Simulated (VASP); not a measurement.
A run of VASP 6.6.1:

File INCAR:

```
SYSTEM = TaN
ALGO = Normal
EDIFF = 1E-6
ENCUT = 520
GGA = PS
ISIF = 2
ISMEAR = 0
LASPH = .TRUE.
LCHARG = .FALSE.
LREAL = .FALSE.
LWAVE = .FALSE.
NBANDS = 24
NELM = 100
PREC = Accurate
SIGMA = 0.15
```

KPOINTS

```
k-points
0
G
  18 18 10
  0 0 0
```

File POSCAR:

```
TaN
1.0
    2.9585010578      0.0000000000      0.0000000000
   -1.4792505289      2.5621370732      0.0000000000
    0.0000000000      0.0000000000      4.8659000000
Ta N
2 2
Direct
    0.3333333333      0.6666666667      0.0000000000
    0.6666666667      0.3333333333      0.5000000000
    0.3333333333      0.6666666667      0.3850000000
    0.6666666667      0.3333333333      0.8850000000
```

Potentials or basis: VASP PAW PBE potentials, release 64 (Ta_pv, N).

Launch:

```bash
$ cat potpaw_PBE.64/Ta_pv/POTCAR potpaw_PBE.64/N/POTCAR > POTCAR
$ mpirun -np 1 vasp_std > vasp.out
```

Hardware: 1 thread of AMD EPYC 9R45 96-Core Processor (Zen 5), on a shared host.

**Question.** Estimate the wall time of this run.

**Answer.** It took 100 s on 1 thread of AMD EPYC 9R45 96-Core Processor (Zen 5), with other jobs on the host, peak memory 0.25 GiB. Counts: scf iterations 12, k points 222.
